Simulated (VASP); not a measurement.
# BaS (P6_3/mmc) in VASP: notebook

BaS is run at these levels: PBEsol; tasks: single point.

Everything below comes from runs of VASP 6.6.1. Logs are shortened: lines on timing, memory, paths and dates and some standing lists are left out, and cuts for length are marked.

## 1. The cell of the first run

Symmetry: P6_3/mmc, No. 194, hexagonal system. The conventional cell has a = 4.310 Å, b = 4.310 Å, c = 7.602 Å, α = 90.00°, β = 90.00°, γ = 120.00°. Ba (site symmetry -3m) has 6 S at 3.13 Å and 2 Ba at 3.80 Å within 4.1 Å. S (site symmetry -6m2) has 6 Ba at 3.13 Å within 4.1 Å.

## 2. Single point, PBEsol (30.58 Å³/atom)

Contents of INCAR:

```
  PREC = Accurate
  ENCUT = 520
  EDIFF = 1E-6
  ISMEAR = 0
  SIGMA = 0.05
  LREAL = False
  LASPH = True
  NELM = 60
  ALGO = Normal
  ISIF = 2
  LWAVE = False
  LCHARG = False
  GGA = PS
  NBANDS = 24
```

Contents of KPOINTS:

```
Automatic mesh
0
Gamma
  8 8 6
```

Contents of POSCAR:

```
BaS
1.0
    4.3103072493      0.0000000000      0.0000000000
   -2.1551536246      3.7328355760      0.0000000000
    0.0000000000      0.0000000000      7.6022064657
Ba S
2 2
Direct
    0.0000000000      0.0000000000      0.0000000000
    0.0000000000      0.0000000000      0.5000000000
    0.3333333333      0.6666666667      0.2500000000
    0.6666666667      0.3333333333      0.7500000000
```

Potentials or basis: VASP PAW PBE potentials, release 64 (Ba_sv, S).

Run with:

```console
$ cat potpaw_PBE.64/Ba_sv/POTCAR potpaw_PBE.64/S/POTCAR > POTCAR
$ mpirun -np 1 vasp_std > vasp.out
```

OUTCAR:

```text
PREC = Accurate
   ENCUT = 520
   EDIFF = 1E-6
   ISMEAR = 0
   LREAL = False
   LASPH = True
   NELM = 60
   ISIF = 2
   GGA = PS

 ion  position               nearest neighbor table
   1  0.000  0.000  0.000-   3 3.13   4 3.13   3 3.13   4 3.13   4 3.13   3 3.13   2 3.80   2 3.80

   2  0.000  0.000  0.500-   3 3.13   4 3.13   3 3.13   4 3.13   4 3.13   3 3.13   1 3.80   1 3.80

   3  0.333  0.667  0.250-   1 3.13   2 3.13   1 3.13   2 3.13   1 3.13   2 3.13
   4  0.667  0.333  0.750-   1 3.13   2 3.13   1 3.13   2 3.13   1 3.13   2 3.13

  LATTYP: Found a hexagonal cell.
 ALAT       =     4.3103072493
 C/A-ratio  =     1.7637272765

  Lattice vectors:

 A1 = (   4.3103072493,   0.0000000000,   0.0000000000)
 A2 = (  -2.1551536246,   3.7328355760,   0.0000000000)
 A3 = (   0.0000000000,   0.0000000000,   7.6022064657)

Analysis of symmetry for initial positions (statically):
=====================================================================
 Subroutine PRICEL returns:
 Original cell was already a primitive cell.

 Routine SETGRP: Setting up the symmetry group for a
 hexagonal supercell.

 Subroutine GETGRP returns: Found 24 space group operations
 (whereof 12 operations were pure point group operations)
 out of a pool of 24 trial point group operations.

The static configuration has the point symmetry D_3d.
 The point group associated with its full space group is D_6h.

Analysis of symmetry for dynamics (positions and initial velocities):
=====================================================================
 Subroutine PRICEL returns:
 Original cell was already a primitive cell.

 Routine SETGRP: Setting up the symmetry group for a
 hexagonal supercell.

 Subroutine GETGRP returns: Found 24 space group operations
 (whereof 12 operations were pure point group operations)
 out of a pool of 24 trial point group operations.

The dynamic configuration has the point symmetry D_3d.
 The point group associated with its full space group is D_6h.

 Subroutine INISYM returns: Found 24 space group operations
 (whereof 12 operations are pure point group operations),
 and found     1 'primitive' translations

----------------------------------------------------------------------------------------

                                     Primitive cell

  volume of cell :     122.3170

  direct lattice vectors                    reciprocal lattice vectors
     4.310307249  0.000000000  0.000000000     0.232002023  0.133946430  0.000000000
    -2.155153625  3.732835576  0.000000000     0.000000000  0.267892860  0.000000000
     0.000000000  0.000000000  7.602206466     0.000000000  0.000000000  0.131540758

  length of vectors
     4.310307249  4.310307249  7.602206466     0.267892860  0.267892860  0.131540758

  position of ions in fractional coordinates (direct lattice)
     0.000000000  0.000000000  0.000000000
     0.000000000  0.000000000  0.500000000
     0.333333333  0.666666667  0.250000000
     0.666666667  0.333333333  0.750000000

  ion indices of the primitive-cell ions
   primitive index   ion index
                 1           1
                 2           2
                 3           3
                 4           4

----------------------------------------------------------------------------------------

 KPOINTS: Automatic mesh

Automatic generation of k-mesh.
 Grid dimensions read from file:
 generate k-points for:    8    8    6

 Generating k-lattice:

  Cartesian coordinates                     Fractional coordinates (reciprocal lattice)
     0.029000253  0.016743304  0.000000000     0.125000000  0.000000000  0.000000000
     0.000000000  0.033486608  0.000000000     0.000000000  0.125000000  0.000000000
     0.000000000  0.000000000  0.021923460     0.000000000  0.000000000  0.166666667

  Length of vectors
     0.033486608  0.033486608  0.021923460

  Shift w.r.t. Gamma in fractional coordinates (k-lattice)
     0.000000000  0.000000000  0.000000000

 Subroutine IBZKPT returns following result:
 ===========================================

 Found     40 irreducible k-points:

 Following reciprocal coordinates:
            Coordinates               Weight
  0.000000  0.000000  0.000000      1.000000
  0.125000  0.000000  0.000000      6.000000
  0.250000  0.000000  0.000000      6.000000
  0.375000  0.000000  0.000000      6.000000
  0.500000  0.000000  0.000000      3.000000
  0.125000  0.125000  0.000000      6.000000
[... 16 lines left out ...]
  0.250000  0.000000  0.333333     12.000000
  0.375000  0.000000  0.333333     12.000000
 [... further k-points ...]
   k-points           NKPTS =     40   k-points in BZ     NKDIM =     40   number of bands    NBANDS=     24
   number of dos      NEDOS =    301   number of ions     NIONS =      4
   total plane-waves  NPLWV =  61440
   dimension x,y,z NGX =    32 NGY =   32 NGZ =   60
   dimension x,y,z NGXF=    64 NGYF=   64 NGZF=  120
   ions per type =               2   2
   NGX,Y,Z   is equivalent  to a cutoff of  12.34, 12.34, 13.12 a.u.
   NGXF,Y,Z  is equivalent  to a cutoff of  24.68, 24.68, 26.24 a.u.
 SYSTEM =  unknown system
   PREC   = accura    normal or accurate (medium, high low for compatibility)
   ISTART =      0    job   : 0-new  1-cont  2-samecut
   ICHARG =      2    charge: 1-file 2-atom 10-const
   ISPIN  =      1    spin polarized calculation?
   LNONCOLLINEAR =      F non collinear calculations
   LSORBIT =      F    spin-orbit coupling
   LASPH  =      T    aspherical Exc in radial PAW
   ENCUT  =  520.0 eV  38.22 Ry    6.18 a.u.   8.01  8.01 14.14*2*pi/ulx,y,z
   NELM   =     60;   NELMIN=  2; NELMDL= -5     # of ELM steps
   EDIFF  = 0.1E-05   stopping-criterion for ELM
   LREAL  =      F    real-space projection
   EDIFFG = 0.1E-04   stopping-criterion for IOM
   NSW    =      0    number of steps for IOM
   IBRION =     -1    ionic relax: 0-MD 1-quasi-New 2-CG
   NFREE  =      0    steps in history (QN), initial steepest desc. (CG)
   ISIF   =      2    stress and relaxation
   ISYM   =      2    0-nonsym 1-usesym 2-fastsym
   POTIM  = 0.5000    time-step for ionic-motion
   TEBEG  =    0.0;   TEEND  =   0.0 temperature during run
   PSTRESS=    0.0 pullay stress
   NELECT =      32.0000    total number of electrons
   NUPDOWN=      -1.0000    fix difference up-down
   EMIN   =  10.00;   EMAX   =-10.00  energy-range for DOS
   EFERMI =   0.00;   METHOD = LEGACY
   ISMEAR =     0;   SIGMA  =   0.05  broadening in eV -4-tet -1-fermi 0-gaus
   EFERMI_NEDOS =   21; number of points for ismear=-14 and -15
   IALGO  =     38    algorithm
   IMIX   =      4    mixing-type and parameters
     AMIX     =   0.40;   BMIX     =  1.00
     AMIX_MAG =   1.60;   BMIX_MAG =  1.00
  volume/ion in A,a.u.               =      30.58       206.36
  Fermi-wavevector in a.u.,A,eV,Ry     =   1.047038  1.978616 14.915921  1.096289
  Thomas-Fermi vector in A             =   2.181902
   LORBIT       =      0    0 simple, 1 ext, 2 COOP (PROOUT), +10 PAW based schemes
   GGA     = PS    functional components
   LHFCALC =     F    Hartree Fock is set to
   AEXX    =    0.0000 exact exchange contribution
   IVDW    =     0    specifies the selected vdW correction
   LEPSILON=     F    determine dielectric tensor
   LRPA    =     F    only Hartree local field effects (RPA)
 non-spin polarized calculation
 Gauss-broadening in eV      SIGMA  =   0.05
  energy-cutoff  :      520.00
  volume of cell :      122.32
 maximum number of plane-waves:      3314
   NGX = 17   NGY = 17   NGZ = 29

 number of electron      31.9999997 magnetization

 Free energy of the ion-electron system (eV)
  ---------------------------------------------------
  ext. energy  EPLUGINS =         0.00000000
  ---------------------------------------------------
  free energy    TOTEN  =       -20.95902234 eV

  energy without entropy =      -20.95902234  energy(sigma->0) =      -20.95902234

 E-fermi :   2.0409     XC(G=0):  -9.0775

 val. band max:        1.8014608995   @ k =   0.0000   0.0000   0.0000
 cond. band min:       3.8918414012   @ k =   0.5000   0.0000   0.0000
 fundamental gap:      2.0903805017
 Fermi energy:         2.0409184254

 k-point     1 :       0.0000    0.0000    0.0000
  band No.  band energies     occupation
      1     -24.3691      2.00000
      2     -24.2608      2.00000
      3     -11.0090      2.00000
      4      -9.3985      2.00000
      5      -9.3985      2.00000
      6      -9.2475      2.00000
[... 16 lines left out ...]
     23       7.3690      0.00000
     24       8.3842      0.00000

 k-point     2 :       0.1250    0.0000    0.0000
  band No.  band energies     occupation
      1     -24.3609      2.00000
      2     -24.2539      2.00000
      3     -10.9320      2.00000
      4      -9.7543      2.00000
      5      -9.4228      2.00000
      6      -9.3434      2.00000
[... 16 lines left out ...]
     23       8.2711      0.00000
     24       8.2758      0.00000

 k-point     3 :       0.2500    0.0000    0.0000
  band No.  band energies     occupation
      1     -24.3410      2.00000
      2     -24.2371      2.00000
      3     -10.7344      2.00000
      4     -10.2051      2.00000
      5      -9.5626      2.00000
      6      -9.4805      2.00000
[... 16 lines left out ...]
     23       8.1504      0.00000
     24       8.7228      0.00000

 k-point     4 :       0.3750    0.0000    0.0000
  band No.  band energies     occupation
      1     -24.3209      2.00000
      2     -24.2202      2.00000
      3     -10.6795      2.00000
      4     -10.2939      2.00000
      5      -9.7671      2.00000
      6      -9.5366      2.00000
[... 16 lines left out ...]
     23       8.8135      0.00000
     24       8.8282      0.00000

 k-point     5 :       0.5000    0.0000    0.0000
  band No.  band energies     occupation
      1     -24.3126      2.00000
      2     -24.2131      2.00000
      3     -10.7610      2.00000
      4     -10.1611      2.00000
      5      -9.8480      2.00000
      6      -9.5595      2.00000
[... 16 lines left out ...]
     23       8.5567      0.00000
     24       9.5379      0.00000

 k-point     6 :       0.1250    0.1250    0.0000
  band No.  band energies     occupation
      1     -24.3469      2.00000
      2     -24.2420      2.00000
      3     -10.7894      2.00000
      4     -10.0945      2.00000
      5      -9.4894      2.00000
      6      -9.4892      2.00000
[... 16 lines left out ...]
     23       7.9017      0.00000
     24       8.6594      0.00000
[... 379 lines left out ...]
 k-point    21 :       0.0000    0.0000    0.3333
  band No.  band energies     occupation
      1     -24.3425      2.00000
      2     -24.2884      2.00000
      3     -10.7154      2.00000
      4      -9.9542      2.00000
      5      -9.3617      2.00000
      6      -9.3617      2.00000
[... 16 lines left out ...]
     23       6.6508      0.00000
     24       7.5949      0.00000

 k-point    22 :       0.1250    0.0000    0.3333
  band No.  band energies     occupation
      1     -24.3346      2.00000
      2     -24.2811      2.00000
      3     -10.6538      2.00000
      4     -10.0041      2.00000
      5      -9.4617      2.00000
      6      -9.4031      2.00000
[... 16 lines left out ...]
     23       6.9640      0.00000
     24       7.6267      0.00000

 k-point    23 :       0.2500    0.0000    0.3333
  band No.  band energies     occupation
      1     -24.3155      2.00000
      2     -24.2635      2.00000
      3     -10.5040      2.00000
      4     -10.1950      2.00000
      5      -9.6643      2.00000
      6      -9.5080      2.00000
[... 16 lines left out ...]
     23       7.4863      0.00000
     24       8.0672      0.00000

 k-point    24 :       0.3750    0.0000    0.3333
  band No.  band energies     occupation
      1     -24.2961      2.00000
      2     -24.2457      2.00000
      3     -10.5125      2.00000
      4     -10.2278      2.00000
      5      -9.8802      2.00000
      6      -9.4929      2.00000
[... 16 lines left out ...]
     23       8.2902      0.00000
     24       8.5719      0.00000

 [... further k-points ...]
[... 5 lines left out ...]
  --------------------------------------------------------------------------------------
  -------------------------------------------------------------------------------------
  Total        2.1435546      2.1435546      2.2625782      0.0000000     -0.0000000      0.0000000
  in kB       28.0774962     28.0774962     29.6365349      0.0000000     -0.0000000      0.0000000
  external PRESSURE =      28.5971758 kB  Pullay stress =       0.0000000 kB

 VOLUME and BASIS-vectors are now :
 -----------------------------------------------------------------------------
  energy-cutoff  :      520.00
  volume of cell :      122.32
      direct lattice vectors                 reciprocal lattice vectors
     4.310307249  0.000000000  0.000000000     0.232002023  0.133946430  0.000000000
    -2.155153625  3.732835576  0.000000000     0.000000000  0.267892860  0.000000000
     0.000000000  0.000000000  7.602206466     0.000000000  0.000000000  0.131540758

 POSITION                                       TOTAL-FORCE (eV/Angst)
 -----------------------------------------------------------------------------------
      0.00000      0.00000      0.00000        -0.000000      0.000000     -0.000000
      0.00000      0.00000      3.80110        -0.000000      0.000000     -0.000000
     -0.00000      2.48856      1.90055         0.000000     -0.000000      0.000000
      2.15515      1.24428      5.70165        -0.000000      0.000000     -0.000000
 -----------------------------------------------------------------------------------
    total drift:                                0.000000     -0.000000      0.000000

  FREE ENERGIE OF THE ION-ELECTRON SYSTEM (eV)
  ---------------------------------------------------
  free  energy   TOTEN  =       -20.9590223424 eV

  energy  without entropy=      -20.9590223424  energy(sigma->0) =      -20.95902234
```

It took 43 s on 1 thread of Intel Xeon 6975P-C (Granite Rapids), shared host; peak memory 0.28 GiB.

Results:

| Item | Value |
| --- | --- |
| Free energy | -20.9590 eV |
| Pressure | 2.9 GPa |
| Band gap on the k mesh | 2.09 eV |

Levels at points of the mesh, in eV from the valence-band top:
| k point | band 14 | band 15 | band 16 | band 17 | band 18 | band 19 |
| --- | --- | --- | --- | --- | --- | --- |
| (0.00, 0.00, 0.00) | -0.16 | 0.00 | 0.00 | 2.09 | 3.77 | 4.01 |
| (0.50, 0.00, 0.00) | -0.58 | -0.28 | -0.11 | 2.09 | 3.85 | 5.68 |
| (0.00, 0.00, 0.50) | -0.63 | -0.63 | -0.63 | 3.88 | 3.88 | 4.73 |
| (0.50, 0.00, 0.50) | -0.92 | -0.73 | -0.73 | 3.22 | 3.22 | 5.93 |

Caveat: the PAW data sets were made with another functional, which shifts forces and pressure a little; spin-orbit coupling is left out, which moves the levels of the heavy elements. A k mesh can miss the band edges.

## 3. Single point, PBEsol (31.22 Å³/atom)

This run uses another cell than the first one, of 31.22 Å³/atom.

Changes to INCAR since step 2:

```diff
@@ -2,3 +2,3 @@
   ENCUT = 520
-  EDIFF = 1E-6
+  EDIFF = 1E-7
   ISMEAR = 0
@@ -7,3 +7,3 @@
   LASPH = True
-  NELM = 60
+  NELM = 100
   ALGO = Normal
```

Contents of KPOINTS:

```
regular mesh
0
Gamma
  8 8 6
```

Contents of POSCAR:

```
BaS
1.0
    4.3464454052      0.0000000000      0.0000000000
   -2.1732227026      3.7641321370      0.0000000000
    0.0000000000      0.0000000000      7.6320727734
Ba S
2 2
Direct
    0.0000000000      0.0000000000      0.0000000000
    0.0000000000      0.0000000000      0.5000000000
    0.3333333333      0.6666666667      0.2500000000
    0.6666666667      0.3333333333      0.7500000000
```

Potentials or basis: VASP PAW PBE potentials, release 64 (Ba_sv, S).

Run with:

```console
$ cat potpaw_PBE.64/Ba_sv/POTCAR potpaw_PBE.64/S/POTCAR > POTCAR
$ mpirun -np 1 vasp_std > vasp.out
```

Wall time 45 s (1 thread of Intel Xeon 6975P-C (Granite Rapids), shared host); peak memory 0.28 GiB.

Results (log left out):

* Free energy: -20.9955 eV
* Pressure: 1.8 GPa
* Band gap on the k mesh: 2.12 eV (least direct gap 2.13 eV)

Stress tensor (GPa, compression positive):
```
1.66 0.00 0.00
0.00 1.66 0.00
0.00 0.00 1.98
```

Levels at points of the mesh, in eV from the valence-band top:
| k point | band 14 | band 15 | band 16 | band 17 | band 18 | band 19 |
| --- | --- | --- | --- | --- | --- | --- |
| (0.00, 0.00, 0.00) | -0.15 | 0.00 | 0.00 | 2.13 | 3.66 | 4.00 |
| (0.50, 0.00, 0.00) | -0.59 | -0.30 | -0.12 | 2.12 | 3.87 | 5.58 |
| (0.00, 0.00, 0.50) | -0.62 | -0.62 | -0.62 | 3.89 | 3.89 | 4.71 |
| (0.50, 0.00, 0.50) | -0.89 | -0.71 | -0.71 | 3.24 | 3.24 | 5.86 |

Caveat: the PAW data sets were made with another functional, which shifts forces and pressure a little; spin-orbit coupling is left out, which moves the levels of the heavy elements.

## 4. Single point, PBEsol

This run uses another cell than the first one, of 31.22 Å³/atom.

Contents of INCAR:

```
SYSTEM = BaS
ALGO     = Normal         ! electronic algorithm
EDIFF    = 1E-6           ! SCF threshold, eV
ENCUT    = 520            ! plane-wave cutoff, eV
GGA      = PS             ! functional
ISIF     = 2              ! what is computed and relaxed
ISMEAR   = 0              ! smearing method
LASPH    = .TRUE.         ! aspherical terms in the spheres
LCHARG   = .FALSE.        ! write CHGCAR
LREAL    = .FALSE.        ! projectors in reciprocal space
LWAVE    = .FALSE.        ! write WAVECAR
NBANDS   = 24             ! bands
NELM     = 60             ! most SCF steps
PREC     = Accurate       ! precision mode
SIGMA    = 0.05           ! smearing width, eV
```

Contents of KPOINTS:

```
k-points
0
G
  8 8 6
  0 0 0
```

Contents of POSCAR:

```
BaS
1.0
    4.3758141704      0.0000000000      0.0000000000
   -2.1879070852      3.7895662338      0.0000000000
    0.0000000000      0.0000000000      7.5299695491
Ba S
2 2
Direct
    0.0000000000      0.0000000000      0.0000000000
    0.0000000000      0.0000000000      0.5000000000
    0.3333333333      0.6666666667      0.2500000000
    0.6666666667      0.3333333333      0.7500000000
```

Run with:

```console
$ cat potpaw_PBE.64/Ba_sv/POTCAR potpaw_PBE.64/S/POTCAR > POTCAR
$ mpirun -np 1 vasp_std > vasp.out
```

Run time: 49 s. Hardware: 1 thread of Intel Xeon 6975P-C (Granite Rapids), shared host; peak memory 0.31 GiB.

The run converged. Its results:

```
Free energy            : -20.9854 eV
Pressure               : 1.8 GPa
Band gap on the k mesh : 2.14 eV (least direct gap 2.17 eV)
```

Stress tensor (GPa, compression positive):
```
1.30 0.00 0.00
0.00 1.30 0.00
0.00 0.00 2.90
```

Levels at points of the mesh, in eV from the valence-band top:
| k point | band 14 | band 15 | band 16 | band 17 | band 18 | band 19 |
| --- | --- | --- | --- | --- | --- | --- |
| (0.00, 0.00, 0.00) | -0.10 | 0.00 | 0.00 | 2.17 | 3.67 | 3.94 |
| (0.50, 0.00, 0.00) | -0.54 | -0.28 | -0.12 | 2.14 | 4.04 | 5.50 |
| (0.00, 0.00, 0.50) | -0.64 | -0.64 | -0.64 | 4.00 | 4.00 | 4.71 |
| (0.50, 0.00, 0.50) | -0.83 | -0.71 | -0.71 | 3.33 | 3.33 | 5.93 |

Caveat: the PAW data sets were made with another functional, which shifts forces and pressure a little; spin-orbit coupling is left out, which moves the levels of the heavy elements.

[end of part 1 of 2]
